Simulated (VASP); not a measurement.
Cd2Se: single point with PBE

Cd2Se:

```
CELL_PARAMETERS angstrom
0.00000 3.45858 3.45858
3.45858 0.00000 3.45858
3.45858 3.45858 0.00000
ATOMIC_POSITIONS crystal
Cd 0.25000 0.25000 0.25000
Cd 0.75000 0.75000 0.75000
Se 0.50000 0.50000 0.50000
```

```json
{
 "Program": "VASP 6.6.1",
 "Task": "single point",
 "Functional": "PBE",
 "Potentials or basis": "VASP PAW PBE potentials, release 64 (Cd, Se)",
 "Cutoff": "520 eV",
 "k mesh": "12 × 12 × 12",
 "Occupations": "gaussian, width 0.1 eV",
 "Spin": "no spin polarisation",
 "Dipole correction": "no",
 "Further INCAR settings": "ALGO = Normal; EDIFF = 1e-06; NBANDS = 22"
}
```

- Pressure: 0.2 GPa
- Band gap on the k mesh: zero (band 15 reaches 3.17 eV, above the bottom of band 16 at 1.73 eV)

Levels at points of the mesh, in eV from the Fermi level:
```
           k point  band 11  band 12  band 13  band 14  band 15  band 16  band 17  band 18  band 19  band 20
(0.00, 0.00, 0.00)    -8.38    -3.72    -2.37    -2.37    -2.37     1.82     1.82     1.82     2.01     6.56
(0.50, 0.00, 0.00)    -8.54    -5.94    -2.87    -2.87    -2.38     2.32     2.61     2.61     4.10     6.40
(0.50, 0.50, 0.00)    -8.39    -5.58    -3.80    -3.80    -1.23    -0.06     2.44     4.82     4.82     7.30
```

Run time: 36 s on 1 thread of Intel(R) Xeon(R) 6975P-C (Granite Rapids), with other jobs on the host, peak memory 0.28 GiB.
